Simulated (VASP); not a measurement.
SrCl2:

```xyz
3
Lattice="2.3331 1.4184 4.0153 -2.3331 1.4184 4.0153 0.0000 -2.8368 4.0153" Properties=species:S:1:pos:R:3 pbc="T T T"
Sr    0.0000    0.0000    0.0000
Cl    0.0000   -0.0325    2.9879
Cl    0.0000    0.0325    9.0580
```

This cell differs from its parent crystal: uniaxial x strain -5.0%.

Base run:

* Program: VASP 6.6.1
* Functional: PBE
* Potentials or basis: VASP PAW PBE potentials, release 64 (Sr_sv, Cl)
* Cutoff: 520 eV
* k mesh: 6 × 6 × 6
* Occupations: fermi-dirac, width 0.02 eV
* Spin: no spin polarisation

Its results: band gap on the k mesh 5.40 eV, indirect (least direct gap 5.42 eV); pressure 3.9 GPa.

Task: The run is repeated on the same cell with these changes: functional from PBE to r2SCAN; occupations from fermi-dirac, width 0.02 eV to gaussian, width 0.01 eV. What comes out?

Result: Band gap on the k mesh 5.88 eV, indirect (least direct gap 5.90 eV); pressure 3.2 GPa.

Caveats: the PAW data sets were made with another functional, which shifts forces and pressure a little (some runs).

A k mesh can miss the band edges.
